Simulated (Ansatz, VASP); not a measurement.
Mg8HO8 in VASP and in Ansatz

File INCAR:

```
SYSTEM = Mg8HO8
ALGO = Normal
EDIFF = 1E-6
EDIFFG = -0.03
ENCUT = 520
GGA = PE
IBRION = 2
ISIF = 2
ISMEAR = 0
ISPIN = 2
KPAR = 2
LASPH = .TRUE.
LCHARG = .FALSE.
LORBIT = 11
LREAL = Auto
LWAVE = .FALSE.
MAGMOM = 0 0 0 0 0 0 0 0 0 0 0 0 0 0 0 0 1
NCORE = 2
NELM = 150
NSW = 80
PREC = Accurate
SIGMA = 0.05
```

Contents of KPOINTS:

```
k-points
0
G
  2 2 2
  0 0 0
```

The input POSCAR:

```
Mg8HO8
1.0
    0.0000000000      4.1180000000      4.1180000000
    4.1180000000      0.0000000000      4.1180000000
    4.1180000000      4.1180000000      0.0000000000
Mg O H
8 8 1
Direct
    0.0000000000      0.0000000000      0.0000000000
    0.0000000000      0.0000000000      0.5000000000
    0.0000000000      0.5000000000      0.0000000000
    0.0000000000      0.5000000000      0.5000000000
    0.5000000000      0.0000000000      0.0000000000
    0.5000000000      0.0000000000      0.5000000000
    0.5000000000      0.5000000000      0.0000000000
    0.5000000000      0.5000000000      0.5000000000
    0.2500000000      0.2500000000      0.2500000000
    0.2500000000      0.2500000000      0.7500000000
    0.2500000000      0.7500000000      0.2500000000
    0.2500000000      0.7500000000      0.7500000000
    0.7500000000      0.2500000000      0.2500000000
    0.7500000000      0.2500000000      0.7500000000
    0.7500000000      0.7500000000      0.2500000000
    0.7500000000      0.7500000000      0.7500000000
    1.1271301600      0.6263137700      0.6369986700
```

Input for Ansatz:

```yaml
crystal:
  lattice:
    - [0.0, 4.118, 4.118]
    - [4.118, 0.0, 4.118]
    - [4.118, 4.118, 0.0]
  atoms:
    - { symbol: Mg, position: [0.0, 0.0, 0.0] }
    - { symbol: O, position: [0.25, 0.25, 0.25] }
    - { symbol: Mg, position: [0.0, 0.0, 0.5] }
    - { symbol: O, position: [0.25, 0.25, 0.75] }
    - { symbol: Mg, position: [0.0, 0.5, 0.0] }
    - { symbol: O, position: [0.25, 0.75, 0.25] }
    - { symbol: Mg, position: [0.0, 0.5, 0.5] }
    - { symbol: O, position: [0.25, 0.75, 0.75] }
    - { symbol: Mg, position: [0.5, 0.0, 0.0] }
    - { symbol: O, position: [0.75, 0.25, 0.25] }
    - { symbol: Mg, position: [0.5, 0.0, 0.5] }
    - { symbol: O, position: [0.75, 0.25, 0.75] }
    - { symbol: Mg, position: [0.5, 0.5, 0.0] }
    - { symbol: O, position: [0.75, 0.75, 0.25] }
    - { symbol: Mg, position: [0.5, 0.5, 0.5] }
    - { symbol: O, position: [0.75, 0.75, 0.75] }
    - { symbol: H, position: [1.12713016, 0.62631377, 0.63699867], spin: 1.0 }
magnetization:
  spin_polarized: true
basis:
  ecutwfc: 420.0
kpoints:
  mp_grid: { grid: [2, 2, 2] }
hamiltonian:
  xc: pbe
  pseudopotentials: { kind: paw, azcp: { folder: soft_1 } }
scf:
  occupations: { method: gaussian, width: 0.05 }
  lower_state_search: "off"
relax:
  f_tol: 0.03
  max_steps: 60
  adjacent_minimum: "off"
output:
  write_density: true
  write_potential: true
  elf: true
  volumetric_format: npy
```

Alike in both runs: task relaxation of the atoms; functional PBE; k mesh 2 × 2 × 2; occupations gaussian, width 0.05 eV; collinear spin.

|  | VASP | Ansatz |
| --- | --- | --- |
| version | VASP 6.6.1 | Ansatz 0.2.0 |
| potentials or method | VASP PAW PBE potentials, release 64 (Mg, O, H), cutoff 520 eV | scalar-relativistic, plane waves, PAW |
| valence electrons in the cell | 65 | 129 |

```csv
,VASP,Ansatz,Ansatz less VASP
net moment per atom (μB),0.04,0.04,0.000
size of the moment on the site where the two differ most (μB),0.22,0.32,+0.096
```

Site moments also hang on the region over which each program counts them. VASP's potentials hold 65 valence electrons a cell and Ansatz's 129, so a difference there can come from the potentials and not from the codes.

The k mesh is coarse, so the values compare programs but aren't converged.
